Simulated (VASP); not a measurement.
A run of VASP 6.6.1:

INCAR

```
SYSTEM = Ca3PbO
PREC = Accurate
ENCUT = 520
EDIFF = 1E-6
ISMEAR = 1
SIGMA = 0.1
LREAL = .FALSE.
LASPH = .TRUE.
NELM = 80
ALGO = Normal
ISIF = 2
LWAVE = .FALSE.
LCHARG = .FALSE.
GGA = PS
NBANDS = 33
```

The input KPOINTS:

```
regular mesh
0
G
  5 5 5
  0 0 0
```

POSCAR

```
Ca3PbO
1.0
    4.8470000000      0.0000000000      0.0000000000
    0.0000000000      4.8470000000      0.0000000000
    0.0000000000      0.0000000000      4.8470000000
Ca Pb O
3 1 1
Direct
    0.0000000000      0.5000000000      0.5000000000
    0.5000000000      0.0000000000      0.5000000000
    0.5000000000      0.5000000000      0.0000000000
    0.0000000000      0.0000000000      0.0000000000
    0.5000000000      0.5000000000      0.5000000000
```

Potentials or basis: VASP PAW PBE potentials, release 64 (Ca_sv, Pb_d, O).

Command:

```sh
$ cat potpaw_PBE.64/Ca_sv/POTCAR potpaw_PBE.64/Pb_d/POTCAR potpaw_PBE.64/O/POTCAR > POTCAR
$ mpirun -np 1 vasp_std > vasp.out
```

Hardware: 1 thread of Intel Xeon 6975P-C (shared host).

Problem. Estimate the wall time of this run.

Solution. It took 32 s on 1 thread of Intel Xeon 6975P-C, with other jobs on the host, peak memory 0.22 GiB. Counts: scf iterations 14, k points 10.
